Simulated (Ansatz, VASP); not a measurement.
One calculation of Si4IrPt, two programs

```
Si Ir Pt
1.0
     4.27601    0.00000    0.00000
    -2.13800    3.70313    0.00000
     0.00000    0.00000    5.55144
Si Ir Pt
4 1 1
Direct
  0.33333 0.66667 0.73815
  0.33333 0.66667 0.26185
  0.66667 0.33333 0.73815
  0.66667 0.33333 0.26185
  0.00000 0.00000 0.50000
  0.00000 0.00000 0.00000
```

Change from the starting cell: species swapped into the TiVB4 type (P6/mmm, No. 191).

Alike in both runs: task relaxation of cell and atoms; functional PBE; k mesh 12 × 12 × 8; occupations gaussian, width 0.1 eV; no spin polarisation.

|  | VASP | Ansatz |
| --- | --- | --- |
| version | VASP 6.6.1 | Ansatz 0.2.0 |
| potentials or method | VASP PAW PBE potentials, release 64 (Si, Ir, Pt), cutoff 600 eV | scalar-relativistic, plane waves, PAW |
| valence electrons in the cell | 35 | 51 |

```csv
,VASP,Ansatz,Ansatz less VASP
"gap on the k mesh at the Fermi level, each at its own relaxed structure (eV)",none,none,-
relaxed volume (Å³/atom),14.63,14.63,-0.002
relaxed length of the cell vector where the two differ most in proportion (Å),5.596,5.603,+0.0070
```

A gap of «none» marks a metal or a gap that the smearing closes. VASP's potentials hold 35 valence electrons a cell and Ansatz's 51, so a difference there can come from the potentials and not from the codes.

Neither program's run includes spin-orbit coupling.
